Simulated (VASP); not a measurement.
# GaSb (F-43m) in VASP: single point with HSE06

Aim: the single point of GaSb with HSE06.

Everything below comes from runs of VASP 6.6.1. Logs are shortened: lines on timing, memory, paths and dates and some standing lists are left out, and cuts for length are marked.

### Step 1. The cell of the first run

The structure is cubic, space group F-43m (No. 216). Conventional cell: a = 6.070 Å, b = 6.070 Å, c = 6.070 Å, α = 90.00°, β = 90.00°, γ = 90.00°. Within 3.5 Å of Ga (site symmetry -43m) lie 4 Sb at 2.63 Å. Sb (site symmetry -43m) has 4 Ga at 2.63 Å within 3.5 Å.

### Step 2. Single point, HSE06 (strain -1.0%)

Contents of POSCAR:

```
GaSb
1.0
    0.0000000000      3.0352200099      3.0352200099
    3.0352200099      0.0000000000      3.0352200099
    3.0352200099      3.0352200099      0.0000000000
Ga Sb
1 1
Direct
    0.0000000000      0.0000000000      0.0000000000
    0.2500000000      0.2500000000      0.2500000000
```

Contents of INCAR.step1:

```
SYSTEM = GaSb
PREC = Accurate ; ENCUT = 520
EDIFF = 1E-5 ; ISMEAR = 0
SIGMA = 0.01 ; LREAL = .False.
LASPH = .True. ; NELM = 60
ALGO = Normal ; ISIF = 2
LWAVE = .True. ; LCHARG = .False.
NBANDS = 16 ; GGA = PE
```

Contents of INCAR.step2:

```
SYSTEM = GaSb
PREC = Accurate ; ENCUT = 520
EDIFF = 1E-7 ; ISMEAR = 0
SIGMA = 0.01 ; LREAL = .False.
LASPH = .True. ; NELM = 60
ALGO = Normal ; ISIF = 2
LWAVE = .False. ; LCHARG = .False.
GGA = PE ; LHFCALC = .True.
HFSCREEN = 0.2079 ; PRECFOCK = Normal
NBANDS = 16 ; ISTART = 1
```

Contents of KPOINTS:

```
Automatic mesh
0
Gamma
  6 6 6
  0 0 0
```

Potentials or basis: VASP PAW PBE potentials, release 64 (Ga_d, Sb).

On the command line:

```console
$ cat potpaw_PBE.64/Ga_d/POTCAR potpaw_PBE.64/Sb/POTCAR > POTCAR
$ cp INCAR.step1 INCAR
$ mpirun -np 1 vasp_std > vasp.out
$ cp INCAR.step2 INCAR
$ mpirun -np 1 vasp_std > vasp.out
```

OUTCAR:

```text
SYSTEM = GaSb
   PREC = Accurate
   ENCUT = 520
   EDIFF = 1E-7
   ISMEAR = 0
   LREAL = .False.
   LASPH = .True.
   NELM = 60
   ISIF = 2
   GGA = PE
   LHFCALC = .True.
   HFSCREEN = 0.2079
   PRECFOCK = Normal
   ISTART = 1

 ion  position               nearest neighbor table
   1  0.000  0.000  0.000-   2 2.63   2 2.63   2 2.63   2 2.63
   2  0.250  0.250  0.250-   1 2.63   1 2.63   1 2.63   1 2.63

  LATTYP: Found a face centered cubic cell.
 ALAT       =     6.0704400198

  Lattice vectors:

 A1 = (   0.0000000000,   3.0352200099,   3.0352200099)
 A2 = (   3.0352200099,   0.0000000000,   3.0352200099)
 A3 = (   3.0352200099,   3.0352200099,   0.0000000000)

Analysis of symmetry for initial positions (statically):
=====================================================================
 Subroutine PRICEL returns:
 Original cell was already a primitive cell.

 Routine SETGRP: Setting up the symmetry group for a
 face centered cubic supercell.

 Subroutine GETGRP returns: Found 24 space group operations
 (whereof 24 operations were pure point group operations)
 out of a pool of 48 trial point group operations.

The static configuration has the point symmetry T_d .

Analysis of symmetry for dynamics (positions and initial velocities):
=====================================================================
 Subroutine PRICEL returns:
 Original cell was already a primitive cell.

 Routine SETGRP: Setting up the symmetry group for a
 face centered cubic supercell.

 Subroutine GETGRP returns: Found 24 space group operations
 (whereof 24 operations were pure point group operations)
 out of a pool of 48 trial point group operations.

The dynamic configuration has the point symmetry T_d .

 Subroutine INISYM returns: Found 24 space group operations
 (whereof 24 operations are pure point group operations),
 and found     1 'primitive' translations

----------------------------------------------------------------------------------------

                                     Primitive cell

  volume of cell :      55.9243

  direct lattice vectors                    reciprocal lattice vectors
     0.000000000  3.035220010  3.035220010    -0.164732704  0.164732704  0.164732704
     3.035220010  0.000000000  3.035220010     0.164732704 -0.164732704  0.164732704
     3.035220010  3.035220010  0.000000000     0.164732704  0.164732704 -0.164732704

  length of vectors
     4.292449303  4.292449303  4.292449303     0.285325413  0.285325413  0.285325413

  position of ions in fractional coordinates (direct lattice)
     0.000000000  0.000000000  0.000000000
     0.250000000  0.250000000  0.250000000

  ion indices of the primitive-cell ions
   primitive index   ion index
                 1           1
                 2           2

----------------------------------------------------------------------------------------

 KPOINTS: Automatic mesh

Automatic generation of k-mesh.
 Grid dimensions read from file:
 generate k-points for:    6    6    6

 Generating k-lattice:

  Cartesian coordinates                     Fractional coordinates (reciprocal lattice)
    -0.027455451  0.027455451  0.027455451     0.166666667  0.000000000  0.000000000
     0.027455451 -0.027455451  0.027455451     0.000000000  0.166666667  0.000000000
     0.027455451  0.027455451 -0.027455451     0.000000000  0.000000000  0.166666667

  Length of vectors
     0.047554236  0.047554236  0.047554236

  Shift w.r.t. Gamma in fractional coordinates (k-lattice)
     0.000000000  0.000000000  0.000000000

 Subroutine IBZKPT returns following result:
 ===========================================

 Found     16 irreducible k-points:

 Following reciprocal coordinates:
            Coordinates               Weight
  0.000000  0.000000  0.000000      1.000000
  0.166667  0.000000  0.000000      8.000000
  0.333333  0.000000  0.000000      8.000000
  0.500000  0.000000  0.000000      4.000000
  0.166667  0.166667  0.000000      6.000000
  0.333333  0.166667  0.000000     24.000000
[... 8 lines left out ...]
 -0.333333  0.333333  0.166667     24.000000
 -0.333333  0.500000  0.166667     12.000000
   k-points           NKPTS =     16   k-points in BZ     NKDIM =    216   number of bands    NBANDS=     16
   number of dos      NEDOS =    301   number of ions     NIONS =      2
   total plane-waves  NPLWV =  32768
   dimension x,y,z NGX =    32 NGY =   32 NGZ =   32
   dimension x,y,z NGXF=    64 NGYF=   64 NGZF=   64
   ions per type =               1   1
   NGX,Y,Z   is equivalent  to a cutoff of  12.39, 12.39, 12.39 a.u.
   NGXF,Y,Z  is equivalent  to a cutoff of  24.79, 24.79, 24.79 a.u.
 SYSTEM =  GaSb
   PREC   = accura    normal or accurate (medium, high low for compatibility)
   ISTART =      1    job   : 0-new  1-cont  2-samecut
   ICHARG =      0    charge: 1-file 2-atom 10-const
   ISPIN  =      1    spin polarized calculation?
   LNONCOLLINEAR =      F non collinear calculations
   LSORBIT =      F    spin-orbit coupling
   LASPH  =      T    aspherical Exc in radial PAW
   ENCUT  =  520.0 eV  38.22 Ry    6.18 a.u.   7.98  7.98  7.98*2*pi/ulx,y,z
   NELM   =     60;   NELMIN=  2; NELMDL=  0     # of ELM steps
   EDIFF  = 0.1E-06   stopping-criterion for ELM
   LREAL  =      F    real-space projection
   EDIFFG = 0.1E-05   stopping-criterion for IOM
   NSW    =      0    number of steps for IOM
   IBRION =     -1    ionic relax: 0-MD 1-quasi-New 2-CG
   NFREE  =      0    steps in history (QN), initial steepest desc. (CG)
   ISIF   =      2    stress and relaxation
   ISYM   =      3    0-nonsym 1-usesym 2-fastsym
   POTIM  = 0.5000    time-step for ionic-motion
   TEBEG  =    0.0;   TEEND  =   0.0 temperature during run
   PSTRESS=    0.0 pullay stress
   NELECT =      18.0000    total number of electrons
   NUPDOWN=      -1.0000    fix difference up-down
   EMIN   =  10.00;   EMAX   =-10.00  energy-range for DOS
   EFERMI =   0.00;   METHOD = LEGACY
   ISMEAR =     0;   SIGMA  =   0.01  broadening in eV -4-tet -1-fermi 0-gaus
   EFERMI_NEDOS =   21; number of points for ismear=-14 and -15
   IALGO  =     38    algorithm
   IMIX   =      1    mixing-type and parameters
     AMIX     =   0.40;   BMIX     =  1.00
     AMIX_MAG =   1.60;   BMIX_MAG =  1.00
  volume/ion in A,a.u.               =      27.96       188.70
  Fermi-wavevector in a.u.,A,eV,Ry     =   1.121929  2.120139 17.125998  1.258725
  Thomas-Fermi vector in A             =   2.258586
   LORBIT       =      0    0 simple, 1 ext, 2 COOP (PROOUT), +10 PAW based schemes
   GGA     = PE    functional components
   LHFCALC =     T    Hartree Fock is set to
   PRECFOCK=normal    Normal, Fast or Accurate (Low or Medium for compatibility)
   ENCUT4O =  -1.0   cutoff for four orbital integrals eV
   NKREDX  =     1    reduce k-point grid by
   NKREDY  =     1    reduce k-point grid by
   NKREDZ  =     1    reduce k-point grid by
   AEXX    =    0.2500 exact exchange contribution
   HFSCREEN=    0.2079 screening length (either q_TF or 0.3 A-1)
   HFSCREENC=   0.2079 screening length for correlation (either q_TF or 0.3 A-1)
   ENCUTFOCK=  -1.0 apply spherical cutoff to Coloumb kernel
   IVDW    =     0    specifies the selected vdW correction
   LEPSILON=     F    determine dielectric tensor
   LRPA    =     F    only Hartree local field effects (RPA)
 non-spin polarized calculation
 Gauss-broadening in eV      SIGMA  =   0.01
  energy-cutoff  :      520.00
  volume of cell :       55.92
 maximum number of plane-waves:      1524
  NGX = 24; NGY = 24; NGZ = 24

 number of electron      17.9999985 magnetization

 Free energy of the ion-electron system (eV)
  ---------------------------------------------------
  ext. energy  EPLUGINS =         0.00000000
  ---------------------------------------------------
  free energy    TOTEN  =        -8.91980815 eV

  energy without entropy =       -8.91980815  energy(sigma->0) =       -8.91980815

 E-fermi :   4.7664     XC(G=0):  -7.6599

 val. band max:        4.7140503088   @ k =   0.0000   0.0000   0.0000
 cond. band min:       5.7543296427   @ k =   0.0000   0.0000   0.0000
 fundamental gap:      1.0402793339
 Fermi energy:         4.7663868529

 k-point     1 :       0.0000    0.0000    0.0000
  band No.  band energies     occupation
      1     -12.9816      2.00000
      2     -12.9816      2.00000
      3     -12.9816      2.00000
      4     -12.9263      2.00000
      5     -12.9263      2.00000
      6      -8.0186      2.00000
[... 8 lines left out ...]
     15      14.2096      0.00000
     16      14.2096      0.00000

 k-point     2 :       0.1667    0.0000    0.0000
  band No.  band energies     occupation
      1     -12.9866      2.00000
      2     -12.9786      2.00000
      3     -12.9786      2.00000
      4     -12.9266      2.00000
      5     -12.9266      2.00000
      6      -7.7002      2.00000
[... 8 lines left out ...]
     15      13.1552      0.00000
     16      13.1552      0.00000

 k-point     3 :       0.3333    0.0000    0.0000
  band No.  band energies     occupation
      1     -12.9966      2.00000
      2     -12.9731      2.00000
      3     -12.9731      2.00000
      4     -12.9268      2.00000
      5     -12.9268      2.00000
      6      -6.8431      2.00000
[... 8 lines left out ...]
     15      13.7436      0.00000
     16      13.7436      0.00000

 k-point     4 :       0.5000    0.0000    0.0000
  band No.  band energies     occupation
      1     -13.0015      2.00000
      2     -12.9707      2.00000
      3     -12.9707      2.00000
      4     -12.9265      2.00000
      5     -12.9265      2.00000
      6      -6.1548      2.00000
[... 8 lines left out ...]
     15      15.7622      0.00000
     16      15.7622      0.00000

 k-point     5 :       0.1667    0.1667    0.0000
  band No.  band energies     occupation
      1     -12.9915      2.00000
      2     -12.9757      2.00000
      3     -12.9757      2.00000
      4     -12.9286      2.00000
      5     -12.9254      2.00000
      6      -7.5914      2.00000
[... 8 lines left out ...]
     15      13.2857      0.00000
     16      14.5942      0.00000

 k-point     6 :       0.3333    0.1667    0.0000
  band No.  band energies     occupation
      1     -12.9999      2.00000
      2     -12.9708      2.00000
      3     -12.9699      2.00000
      4     -12.9302      2.00000
      5     -12.9250      2.00000
      6      -6.8940      2.00000
[... 8 lines left out ...]
     15      14.4347      0.00000
     16      14.8716      0.00000
[... 115 lines left out ...]
 k-point    13 :       0.5000    0.5000    0.0000
  band No.  band energies     occupation
      1     -13.0180      2.00000
      2     -12.9572      2.00000
      3     -12.9572      2.00000
      4     -12.9378      2.00000
      5     -12.9226      2.00000
      6      -5.1900      2.00000
[... 8 lines left out ...]
     15      16.9713      0.00000
     16      17.0770      0.00000

 k-point    14 :       0.5000    0.3333    0.1667
  band No.  band energies     occupation
      1     -13.0066      2.00000
      2     -12.9670      2.00000
      3     -12.9642      2.00000
      4     -12.9316      2.00000
      5     -12.9252      2.00000
      6      -6.1034      2.00000
[... 8 lines left out ...]
     15      14.8862      0.00000
     16      16.9349      0.00000

 k-point    15 :      -0.3333    0.3333    0.1667
  band No.  band energies     occupation
      1     -13.0089      2.00000
      2     -12.9662      2.00000
      3     -12.9617      2.00000
      4     -12.9310      2.00000
      5     -12.9263      2.00000
      6      -5.4820      2.00000
[... 8 lines left out ...]
     15      16.3610      0.00000
     16      16.5415      0.00000

 k-point    16 :      -0.3333    0.5000    0.1667
  band No.  band energies     occupation
      1     -13.0133      2.00000
      2     -12.9627      2.00000
      3     -12.9584      2.00000
      4     -12.9341      2.00000
      5     -12.9249      2.00000
      6      -5.1497      2.00000
[... 8 lines left out ...]
     15      15.9759      0.00000
     16      17.3218      0.00000

------------------------ aborting loop because EDIFF is reached ----------------------------------------

  FORCE on cell =-STRESS in cart. coord.  units (eV):
  Direction    XX          YY          ZZ          XY          YZ          ZX
  --------------------------------------------------------------------------------------
  -------------------------------------------------------------------------------------
  Total        0.4945355      0.4945355      0.4945355      0.0000000      0.0000000      0.0000000
  in kB       14.1679659     14.1679659     14.1679659      0.0000000      0.0000000      0.0000000
  external PRESSURE =      14.1679659 kB  Pullay stress =       0.0000000 kB

 VOLUME and BASIS-vectors are now :
 -----------------------------------------------------------------------------
  energy-cutoff  :      520.00
  volume of cell :       55.92
      direct lattice vectors                 reciprocal lattice vectors
     0.000000000  3.035220010  3.035220010    -0.164732704  0.164732704  0.164732704
     3.035220010  0.000000000  3.035220010     0.164732704 -0.164732704  0.164732704
     3.035220010  3.035220010  0.000000000     0.164732704  0.164732704 -0.164732704

 POSITION                                       TOTAL-FORCE (eV/Angst)
 -----------------------------------------------------------------------------------
      0.00000      0.00000      0.00000         0.000000      0.000000      0.000000
      1.51761      1.51761      1.51761        -0.000000     -0.000000     -0.000000
 -----------------------------------------------------------------------------------
    total drift:                                0.000013     -0.000002      0.000005

  FREE ENERGIE OF THE ION-ELECTRON SYSTEM (eV)
  ---------------------------------------------------
  free  energy   TOTEN  =        -8.9198081549 eV

  energy  without entropy=       -8.9198081549  energy(sigma->0) =       -8.91980815
```

Run time: 1.9 h. Hardware: 1 thread of Oxide Virtual Turin-like, shared host; peak memory 0.28 GiB.

What came out:

```yaml
Free_energy: -8.9198 eV
Pressure: 1.4 GPa
Band_gap_on_the_k_mesh: 1.04 eV
```

Caveat: the cell differs from its parent crystal (strain -1.0%); the PAW data sets were made with another functional, which shifts forces and pressure a little; spin-orbit coupling is left out, which moves the levels of the heavy elements. A k mesh can miss the band edges.
